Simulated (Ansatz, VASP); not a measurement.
Two plane-wave programs on LaAsRuO

```
CELL_PARAMETERS angstrom
4.14142 0.00000 0.00000
0.00000 4.14142 0.00000
0.00000 0.00000 8.58813
ATOMIC_POSITIONS crystal
La 0.50000 0.00000 0.13948
La 0.00000 0.50000 0.86052
As 0.50000 0.00000 0.65086
As 0.00000 0.50000 0.34914
Ru 0.00000 0.00000 0.50000
Ru 0.50000 0.50000 0.50000
O 0.00000 0.00000 0.00000
O 0.50000 0.50000 0.00000
```

Alike in both runs: functional PBE; k mesh 8 × 8 × 4; occupations gaussian, width 0.1 eV; no spin polarisation.

Ansatz relaxed the structure, and its values are those at the end. VASP's run is a single point on that final structure, the one shown.

|  | VASP | Ansatz |
| --- | --- | --- |
| version | VASP 6.6.1 | Ansatz 0.2.0 |
| potentials or method | VASP PAW PBE potentials, release 64 (La, As, Ru_pv, O), cutoff 520 eV | scalar-relativistic, plane waves, PAW |
| valence electrons in the cell | 72 | 96 |

|  | VASP | Ansatz | Ansatz less VASP |
| --- | --- | --- | --- |
| gap on the k mesh at the Fermi level (eV) | none | none | - |
| pressure (GPa) | 0.0 | 0.0 | +0.03 |
| rms of the force components (eV/Å) | 0.010 | 0.000 | -0.0101 |

A gap of «none» marks a metal or a gap that the smearing closes. VASP's potentials hold 72 valence electrons a cell and Ansatz's 96, so a difference there can come from the potentials and not from the codes.

Spin-orbit coupling is off throughout.
